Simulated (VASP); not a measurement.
# Sc (Fd-3m) in VASP: single point with r2SCAN

Aim: the single point of Sc with r2SCAN.

Program: VASP 6.6.1. These are calculated values, not measurements. Logs are shortened: lines on timing, memory, paths and dates and some standing lists are left out, and cuts for length are marked.

## (1) The cell of the first run

Symmetry: Fd-3m, No. 227, cubic system. The conventional cell has a = 7.038 Å, b = 7.038 Å, c = 7.038 Å, α = 90.00°, β = 90.00°, γ = 90.00°. Within 4.0 Å of Sc (site symmetry -43m) lie 4 Sc at 3.05 Å.

This isn't the form of Sc at room conditions, which is hcp.

## (2) Single point, r2SCAN, collinear spin (43.57 Å³/atom)

The input, POSCAR:

```
Sc
1.0
    0.0000000000      3.5189008446      3.5189008446
    3.5189008446      0.0000000000      3.5189008446
    3.5189008446      3.5189008446      0.0000000000
Sc
2
Direct
    0.1250000000      0.1250000000      0.1250000000
    0.8750000000      0.8750000000      0.8750000000
```

The input, INCAR.step1:

```
ALGO = Normal
EDIFF = 1E-4
ENCUT = 520
GGA = PE
ISMEAR = -1
ISPIN = 2
LASPH = True
LCHARG = False
LMAXMIX = 4
LREAL = False
LWAVE = True
MAGMOM = 1.227 1.227
NBANDS = 22
NELM = 150
PREC = Accurate
SIGMA = 0.05
```

The input, INCAR.step2:

```
ALGO = Normal
EDIFF = 1E-7
ENCUT = 520
ISIF = 2
ISMEAR = -1
ISPIN = 2
ISTART = 1
LASPH = True
LCHARG = True
LELF = True
LMAXMIX = 4
LMIXTAU = True
LORBIT = 11
LREAL = False
LVHAR = True
LWAVE = False
MAGMOM = 1.227 1.227
METAGGA = R2SCAN
NBANDS = 22
NELM = 150
PREC = Accurate
SIGMA = 0.05
```

The input, KPOINTS:

```
k-points
0
Gamma
  9 9 9
```

Potentials or basis: VASP PAW PBE potentials, release 64 (Sc_sv).

The run is started by

```console
cat potpaw_PBE.64/Sc_sv/POTCAR > POTCAR
cp INCAR.step1 INCAR
mpirun -np 1 vasp_std > vasp.out
cp INCAR.step2 INCAR
mpirun -np 1 vasp_std > vasp.out
```

OUTCAR:

```text
EDIFF = 1E-7
   ENCUT = 520
   ISIF = 2
   ISMEAR = -1
   ISPIN = 2
   ISTART = 1
   LASPH = True
   LORBIT = 11
   LREAL = False
   METAGGA = R2SCAN
   NELM = 150
   PREC = Accurate

 ion  position               nearest neighbor table
   1  0.125  0.125  0.125-   2 3.05   2 3.05   2 3.05   2 3.05
   2  0.875  0.875  0.875-   1 3.05   1 3.05   1 3.05   1 3.05

  LATTYP: Found a face centered cubic cell.
 ALAT       =     7.0378016892

  Lattice vectors:

 A1 = (   0.0000000000,   3.5189008446,   3.5189008446)
 A2 = (   3.5189008446,   0.0000000000,   3.5189008446)
 A3 = (   3.5189008446,   3.5189008446,   0.0000000000)

Analysis of symmetry for initial positions (statically):
=====================================================================
 Subroutine PRICEL returns:
 Original cell was already a primitive cell.

 Routine SETGRP: Setting up the symmetry group for a
 face centered cubic supercell.

 Subroutine GETGRP returns: Found 48 space group operations
 (whereof 12 operations were pure point group operations)
 out of a pool of 48 trial point group operations.

The static configuration has the point symmetry D_3d.
 The point group associated with its full space group is O_h .

Analysis of symmetry for dynamics (positions and initial velocities):
=====================================================================
 Subroutine PRICEL returns:
 Original cell was already a primitive cell.

 Routine SETGRP: Setting up the symmetry group for a
 face centered cubic supercell.

 Subroutine GETGRP returns: Found 48 space group operations
 (whereof 12 operations were pure point group operations)
 out of a pool of 48 trial point group operations.

The dynamic configuration has the point symmetry D_3d.
 The point group associated with its full space group is O_h .

Analysis of structural, dynamic, and magnetic symmetry:
=====================================================================
 Subroutine PRICEL returns:
 Original cell was already a primitive cell.

 Routine SETGRP: Setting up the symmetry group for a
 face centered cubic supercell.

 Subroutine GETGRP returns: Found 48 space group operations
 (whereof 12 operations were pure point group operations)
 out of a pool of 48 trial point group operations.

The overall configuration has the point symmetry D_3d.
 The point group associated with its full space group is O_h .

 Subroutine INISYM returns: Found 48 space group operations
 (whereof 12 operations are pure point group operations),
 and found     1 'primitive' translations

[... 115 lines left out ...]
  volume/ion in A,a.u.               =      43.57       294.05
  Fermi-wavevector in a.u.,A,eV,Ry     =   1.034662  1.955229 14.565396  1.070526
  Thomas-Fermi vector in A             =   2.168968
   LORBIT       =     11    0 simple, 1 ext, 2 COOP (PROOUT), +10 PAW based schemes
   METAGGA = R2SCAN    functional components
   LHFCALC =     F    Hartree Fock is set to
   AEXX    =    0.0000 exact exchange contribution
   IVDW    =     0    specifies the selected vdW correction
   LEPSILON=     F    determine dielectric tensor
   LRPA    =     F    only Hartree local field effects (RPA)
 spin polarized calculation
  energy-cutoff  :      520.00
  volume of cell :       87.15
 maximum number of plane-waves:      2397
 NGX is ok and might be reduce to    40
   NGX = 19   NGY = 19   NGZ = 19

 number of electron      22.0000002 magnetization       3.6864902

 Free energy of the ion-electron system (eV)
  ---------------------------------------------------
  ext. energy  EPLUGINS =         0.00000000
  ---------------------------------------------------
  free energy    TOTEN  =       -18.83800480 eV

  energy without entropy =      -18.79962159  energy(sigma->0) =      -18.81881320

 E-fermi :   0.8371     XC(G=0):  -8.0605

 val. band max:        0.8275205561   @ k =  -0.4444   0.3333   0.0000
 cond. band min:       0.8382286676   @ k =  -0.3333   0.3333   0.0000
 fundamental gap:      0.0107081115
 Fermi energy:         0.8371482830

 spin component 1

 k-point     1 :       0.0000    0.0000    0.0000
  band No.  band energies     occupation
      1     -51.2560      1.00000
      2     -51.1480      1.00000
      3     -29.0623      1.00000
      4     -29.0622      1.00000
      5     -29.0621      1.00000
      6     -28.8119      1.00000
[... 589 lines left out ...]
     21       4.2106      0.00000
     22       4.3878      0.00000

 [... further k-points ...]

 spin component 2

 k-point     1 :       0.0000    0.0000    0.0000
  band No.  band energies     occupation
      1     -50.0935      1.00000
      2     -50.0144      1.00000
      3     -27.8308      1.00000
      4     -27.8308      1.00000
      5     -27.8308      1.00000
      6     -27.6547      1.00000
[... 589 lines left out ...]
     21       5.3251      0.00000
     22       5.3251      0.00000

 [... further k-points ...]

------------------------ aborting loop because EDIFF is reached ----------------------------------------

  FORCE on cell =-STRESS in cart. coord.  units (eV):
  Direction    XX          YY          ZZ          XY          YZ          ZX
  --------------------------------------------------------------------------------------
  -------------------------------------------------------------------------------------
  Total        0.0123511      0.0123511      0.0123511     -0.0000000     -0.0000000      0.0000000
  in kB        0.2270734      0.2270734      0.2270734     -0.0000000     -0.0000000      0.0000000
  external PRESSURE =       0.2270734 kB  Pullay stress =       0.0000000 kB

 VOLUME and BASIS-vectors are now :
 -----------------------------------------------------------------------------
  energy-cutoff  :      520.00
  volume of cell :       87.15
      direct lattice vectors                 reciprocal lattice vectors
     0.000000000  3.518900845  3.518900845    -0.142089824  0.142089824  0.142089824
     3.518900845  0.000000000  3.518900845     0.142089824 -0.142089824  0.142089824
     3.518900845  3.518900845  0.000000000     0.142089824  0.142089824 -0.142089824

 POSITION                                       TOTAL-FORCE (eV/Angst)
 -----------------------------------------------------------------------------------
      0.87973      0.87973      0.87973        -0.000000     -0.000000     -0.000000
      6.15808      6.15808      6.15808         0.000000      0.000000      0.000000
 -----------------------------------------------------------------------------------
    total drift:                                0.000000      0.000000     -0.000000

  FREE ENERGIE OF THE ION-ELECTRON SYSTEM (eV)
  ---------------------------------------------------
  free  energy   TOTEN  =       -18.8380047993 eV

  energy  without entropy=      -18.7996215933  energy(sigma->0) =      -18.81881320

 total charge

# of ion       s       p       d       tot
------------------------------------------
    1        2.235   6.048   1.115   9.398
    2        2.235   6.048   1.115   9.398
--------------------------------------------------
tot          4.470  12.097   2.230  18.797

 magnetization (x)

# of ion       s       p       d       tot
------------------------------------------
    1        0.122   0.076   1.040   1.238
    2        0.122   0.076   1.040   1.238
--------------------------------------------------
tot          0.244   0.151   2.081   2.477
```

OUTCAR.step1:

```text
EDIFF = 1E-4
   ENCUT = 520
   GGA = PE
   ISMEAR = -1
   ISPIN = 2
[... 1445 lines left out ...]
      0.87973      0.87973      0.87973        -0.000000      0.000000      0.000000
      6.15808      6.15808      6.15808         0.000000     -0.000000     -0.000000
 -----------------------------------------------------------------------------------
    total drift:                                0.000000      0.000000     -0.000000

  FREE ENERGIE OF THE ION-ELECTRON SYSTEM (eV)
  ---------------------------------------------------
  free  energy   TOTEN  =        -8.5311618428 eV

  energy  without entropy=       -8.4712599154  energy(sigma->0) =       -8.50121088
```

Run time: 14 min. Hardware: 1 thread of Intel Xeon Platinum 8259CL at 2.50GHz (Skylake/Cascade Lake), shared host; peak memory 0.36 GiB.

What came out:

```
Free energy                                           : -18.8380 eV
Pressure                                              : 0.0 GPa
Net moment                                            : 3.69 μB per cell
Site moments                                          : Sc +1.24 μB
Valence electrons inside the program's atomic spheres : Sc 9.40
```

Caveat: the PAW data sets were made with another functional, which shifts forces and pressure a little.
